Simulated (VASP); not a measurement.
# Os (Cmce) in VASP: relaxation of cell and atoms with PBEsol

Aim: the relaxation of cell and atoms of Os with PBEsol.

All numbers are computed with VASP 6.6.1; they aren't measurements. Logs are shortened: lines on timing, memory, paths and dates and some standing lists are left out, and cuts for length are marked.

**1. The cell of the first run**

Symmetry: Cmce, No. 64, orthorhombic system. Conventional cell: a = 5.106 Å, b = 3.374 Å, c = 6.882 Å, α = 90.00°, β = 90.00°, γ = 90.00°. Within 2.5 Å of Os (site symmetry m) lie 3 Os at 1.90 to 2.49 Å.

**2. Relaxation of cell and atoms, PBEsol**

INCAR reads:

```
PREC = Accurate ; ENCUT = 600
EDIFF = 1E-7 ; ISMEAR = 0
SIGMA = 0.1 ; LREAL = F
LASPH = T ; NELM = 100
ALGO = Normal ; ISIF = 3
LWAVE = F ; LCHARG = F
GGA = PS ; IBRION = 2
NSW = 90 ; EDIFFG = -0.04
```

KPOINTS reads:

```
regular mesh
0
Gamma
  6 6 4
```

POSCAR reads:

```
Os
1.0
    2.5527705329     -1.6871860380      0.0000000000
    2.5527705329      1.6871860380      0.0000000000
    0.0000000000      0.0000000000      6.8824523259
Os
4
Direct
    0.8500000000      0.1500000000      0.1170000000
    0.6500000000      0.3500000000      0.6170000000
    0.1500000000      0.8500000000      0.8830000000
    0.3500000000      0.6500000000      0.3830000000
```

Potentials or basis: VASP PAW PBE potentials, release 64 (Os).

Launch:

```
cat potpaw_PBE.64/Os/POTCAR > POTCAR
mpirun -np 1 vasp_std > vasp.out
```

OUTCAR:

```text
PREC = Accurate
   ENCUT = 600
   EDIFF = 1E-7
   ISMEAR = 0
   LREAL = F
   LASPH = T
   NELM = 100
   ISIF = 3
   GGA = PS
   IBRION = 2
   NSW = 90
   EDIFFG = -0.04

 ion  position               nearest neighbor table
   1  0.850  0.150  0.117-   3 1.90   4 2.49   4 2.49   3 2.86   3 3.09   3 3.09   4 3.14   4 3.14

   2  0.650  0.350  0.617-   4 1.90   3 2.49   3 2.49   4 2.86   4 3.09   4 3.09   3 3.14   3 3.14

   3  0.150  0.850  0.883-   1 1.90   2 2.49   2 2.49   1 2.86   1 3.09   1 3.09   2 3.14   2 3.14

   4  0.350  0.650  0.383-   2 1.90   1 2.49   1 2.49   2 2.86   2 3.09   2 3.09   1 3.14   1 3.14

  LATTYP: Found a base centered orthorhombic cell.
 ALAT       =     3.3743720760
 B/A-ratio  =     1.5130344108
 C/A-ratio  =     2.0396246089

  Lattice vectors:

 A1 = (  -2.5527705329,  -1.6871860380,   0.0000000000)
 A2 = (   2.5527705329,  -1.6871860380,   0.0000000000)
 A3 = (   0.0000000000,   0.0000000000,   6.8824523259)

Analysis of symmetry for initial positions (statically):
=====================================================================
 Subroutine PRICEL returns:
 Original cell was already a primitive cell.

 Routine SETGRP: Setting up the symmetry group for a
 base centered orthorhombic supercell.

 Subroutine GETGRP returns: Found  8 space group operations
 (whereof  4 operations were pure point group operations)
 out of a pool of  8 trial point group operations.

The static configuration has the point symmetry C_2h.
 The point group associated with its full space group is D_2h.

Analysis of symmetry for dynamics (positions and initial velocities):
=====================================================================
 Subroutine PRICEL returns:
 Original cell was already a primitive cell.

 Routine SETGRP: Setting up the symmetry group for a
 base centered orthorhombic supercell.

 Subroutine GETGRP returns: Found  8 space group operations
 (whereof  4 operations were pure point group operations)
 out of a pool of  8 trial point group operations.

The dynamic configuration has the point symmetry C_2h.
 The point group associated with its full space group is D_2h.

 Subroutine INISYM returns: Found  8 space group operations
 (whereof  4 operations are pure point group operations),
 and found     1 'primitive' translations

----------------------------------------------------------------------------------------

                                     Primitive cell

  volume of cell :      59.2854

  direct lattice vectors                    reciprocal lattice vectors
     2.552770533 -1.687186038  0.000000000     0.195865627 -0.296351433  0.000000000
     2.552770533  1.687186038  0.000000000     0.195865627  0.296351433  0.000000000
     0.000000000  0.000000000  6.882452326     0.000000000  0.000000000  0.145297047

  length of vectors
     3.059940215  3.059940215  6.882452326     0.355228821  0.355228821  0.145297047

  position of ions in fractional coordinates (direct lattice)
     0.850000000  0.150000000  0.117000000
     0.650000000  0.350000000  0.617000000
     0.150000000  0.850000000  0.883000000
     0.350000000  0.650000000  0.383000000

  ion indices of the primitive-cell ions
   primitive index   ion index
                 1           1
                 2           2
                 3           3
                 4           4

----------------------------------------------------------------------------------------

 KPOINTS: regular mesh

Automatic generation of k-mesh.
 Grid dimensions read from file:
 generate k-points for:    6    6    4

 Generating k-lattice:

  Cartesian coordinates                     Fractional coordinates (reciprocal lattice)
     0.032644271 -0.049391905  0.000000000     0.166666667  0.000000000  0.000000000
     0.032644271  0.049391905  0.000000000     0.000000000  0.166666667  0.000000000
     0.000000000  0.000000000  0.036324262     0.000000000  0.000000000  0.250000000

  Length of vectors
     0.059204804  0.059204804  0.036324262

  Shift w.r.t. Gamma in fractional coordinates (k-lattice)
     0.000000000  0.000000000  0.000000000

 Subroutine IBZKPT returns following result:
 ===========================================

 Found     39 irreducible k-points:

 Following reciprocal coordinates:
            Coordinates               Weight
  0.000000  0.000000  0.000000      1.000000
  0.166667 -0.000000  0.000000      4.000000
  0.333333 -0.000000  0.000000      4.000000
  0.500000  0.000000  0.000000      2.000000
  0.166667  0.166667  0.000000      2.000000
  0.333333  0.166667  0.000000      4.000000
[... 16 lines left out ...]
  0.333333  0.333333  0.250000      4.000000
  0.500000  0.333333  0.250000      8.000000
 [... further k-points ...]
   k-points           NKPTS =     39   k-points in BZ     NKDIM =     39   number of bands    NBANDS=     20
   number of dos      NEDOS =    301   number of ions     NIONS =      4
   total plane-waves  NPLWV =  32256
   dimension x,y,z NGX =    24 NGY =   24 NGZ =   56
   dimension x,y,z NGXF=    48 NGYF=   48 NGZF=  112
   ions per type =               4
   NGX,Y,Z   is equivalent  to a cutoff of  13.04, 13.04, 13.53 a.u.
   NGXF,Y,Z  is equivalent  to a cutoff of  26.08, 26.08, 27.05 a.u.
 SYSTEM =  unknown system
   PREC   = accura    normal or accurate (medium, high low for compatibility)
   ISTART =      0    job   : 0-new  1-cont  2-samecut
   ICHARG =      2    charge: 1-file 2-atom 10-const
   ISPIN  =      1    spin polarized calculation?
   LNONCOLLINEAR =      F non collinear calculations
   LSORBIT =      F    spin-orbit coupling
   LASPH  =      T    aspherical Exc in radial PAW
   ENCUT  =  600.0 eV  44.10 Ry    6.64 a.u.   6.11  6.11 13.75*2*pi/ulx,y,z
   NELM   =    100;   NELMIN=  2; NELMDL= -5     # of ELM steps
   EDIFF  = 0.1E-06   stopping-criterion for ELM
   LREAL  =      F    real-space projection
   EDIFFG = -.4E-01   stopping-criterion for IOM
   NSW    =     90    number of steps for IOM
   IBRION =      2    ionic relax: 0-MD 1-quasi-New 2-CG
   NFREE  =      1    steps in history (QN), initial steepest desc. (CG)
   ISIF   =      3    stress and relaxation
   ISYM   =      2    0-nonsym 1-usesym 2-fastsym
   POTIM  = 0.5000    time-step for ionic-motion
   TEBEG  =    0.0;   TEEND  =   0.0 temperature during run
   PSTRESS=    0.0 pullay stress
   NELECT =      32.0000    total number of electrons
   NUPDOWN=      -1.0000    fix difference up-down
   EMIN   =  10.00;   EMAX   =-10.00  energy-range for DOS
   EFERMI =   0.00;   METHOD = LEGACY
   ISMEAR =     0;   SIGMA  =   0.10  broadening in eV -4-tet -1-fermi 0-gaus
   EFERMI_NEDOS =   21; number of points for ismear=-14 and -15
   IALGO  =     38    algorithm
   IMIX   =      4    mixing-type and parameters
     AMIX     =   0.40;   BMIX     =  1.00
     AMIX_MAG =   1.60;   BMIX_MAG =  1.00
  volume/ion in A,a.u.               =      14.82       100.02
  Fermi-wavevector in a.u.,A,eV,Ry     =   1.332935  2.518881 24.173670  1.776715
  Thomas-Fermi vector in A             =   2.461831
   LORBIT       =      0    0 simple, 1 ext, 2 COOP (PROOUT), +10 PAW based schemes
   GGA     = PS    functional components
   LHFCALC =     F    Hartree Fock is set to
   AEXX    =    0.0000 exact exchange contribution
   IVDW    =     0    specifies the selected vdW correction
   LEPSILON=     F    determine dielectric tensor
   LRPA    =     F    only Hartree local field effects (RPA)
 conjugate gradient relaxation of ions
 non-spin polarized calculation
 Gauss-broadening in eV      SIGMA  =   0.10
  energy-cutoff  :      600.00
  volume of cell :       59.29
 maximum number of plane-waves:      2004
   NGX = 13   NGY = 13   NGZ = 27

--------------------------------------- Ionic step        1  -------------------------------------------

 number of electron      32.0000001 magnetization

 Free energy of the ion-electron system (eV)
  ---------------------------------------------------
  ext. energy  EPLUGINS =         0.00000000
  ---------------------------------------------------
  free energy    TOTEN  =       -36.26467588 eV

  energy without entropy =      -36.23754663  energy(sigma->0) =      -36.25111125

------------------------ aborting loop because EDIFF is reached ----------------------------------------

  FORCE on cell =-STRESS in cart. coord.  units (eV):
  Direction    XX          YY          ZZ          XY          YZ          ZX
  --------------------------------------------------------------------------------------
  -------------------------------------------------------------------------------------
  Total       -8.4416844     26.8984124     60.7162883      0.0000000      0.0000000      0.0000000
  in kB     -228.1349027    726.9244430   1640.8460592      0.0000000      0.0000000      0.0000000
  external PRESSURE =     713.2118665 kB  Pullay stress =       0.0000000 kB
[... 1766 lines left out ...]
      6       5.1474      2.00000
[... 12 lines left out ...]
     19      16.9414      0.00000
     20      17.3026      0.00000

 [... further k-points ...]

[... ionic steps 4 to 37 ...]

--------------------------------------- Ionic step       38  -------------------------------------------

 number of electron      32.0000001 magnetization

------------------------ aborting loop because EDIFF is reached ----------------------------------------

  FORCE on cell =-STRESS in cart. coord.  units (eV):
  Direction    XX          YY          ZZ          XY          YZ          ZX
  --------------------------------------------------------------------------------------
  -------------------------------------------------------------------------------------
  Total        0.1910198      0.2981387     -0.5376440      0.0000000      0.0000000      0.0000000
  in kB        5.4742609      8.5440825    -15.4078456      0.0000000      0.0000000      0.0000000
  external PRESSURE =      -0.4631674 kB  Pullay stress =       0.0000000 kB
[... 61 lines left out ...]
  energy  without entropy=      -48.3210054942  energy(sigma->0) =      -48.33122519

--------------------------------------- Ionic step       40  -------------------------------------------

 number of electron      31.9999999 magnetization

 Free energy of the ion-electron system (eV)
  ---------------------------------------------------
  ext. energy  EPLUGINS =         0.00000000
  ---------------------------------------------------
  free energy    TOTEN  =       -48.34175826 eV

  energy without entropy =      -48.32168930  energy(sigma->0) =      -48.33172378

 E-fermi :   9.3483     XC(G=0): -14.1600

 val. band max:        9.3405514271   @ k =   0.1667  -0.0000   0.5000
 cond. band min:       9.3701502645   @ k =   0.5000   0.3333   0.5000
 fundamental gap:      0.0295988374
 Fermi energy:         9.3483075130

 k-point     1 :       0.0000    0.0000    0.0000
  band No.  band energies     occupation
      1      -1.6823      2.00000
      2       1.4543      2.00000
      3       1.4555      2.00000
      4       1.5720      2.00000
      5       2.2458      2.00000
      6       3.9255      2.00000
[... 574 lines left out ...]
  FREE ENERGIE OF THE ION-ELECTRON SYSTEM (eV)
  ---------------------------------------------------
  free  energy   TOTEN  =       -48.3417582616 eV

  energy  without entropy=      -48.3216892996  energy(sigma->0) =      -48.33172378

 reached required accuracy - stopping structural energy minimisation
```

Wall time 16 min (1 thread of Intel Xeon Platinum 8488C (Sapphire Rapids), shared host); peak memory 0.22 GiB.

Results:

```
Free energy                           : -48.3418 eV
Relaxed volume                        : 13.97 Å³/atom
Relaxed cell                          : a = 2.714 Å, b = 2.714 Å, c = 7.590 Å, α = 90.00°, β = 90.00°, γ = 89.98°
Space group after relaxing (to 0.1 Å) : Fm-3m (No. 225)
Pressure after relaxing               : 0.1 GPa
Largest force after relaxing          : 0.004 eV/Å
```

Forces on the atoms (eV/Å):
```
Os   0.000 -0.004  0.001
Os   0.000  0.004  0.001
Os   0.000  0.004 -0.001
Os   0.000 -0.004 -0.001
```

Final structure:
```
Os
1.0
     1.91910   -1.91841    0.00000
     1.91910    1.91841    0.00000
     0.00000    0.00000    7.58977
Os
4
Direct
  0.74990 0.25010 0.12497
  0.75010 0.24990 0.62497
  0.25010 0.74990 0.87503
  0.24990 0.75010 0.37503
```

Caveat: the k points lie up to 0.39 Å⁻¹ apart in the final cell; the highest band is partly filled, so the run has too few bands; the PAW data sets were made with another functional, which shifts forces and pressure a little; spin-orbit coupling is left out, which moves the levels of the heavy elements.
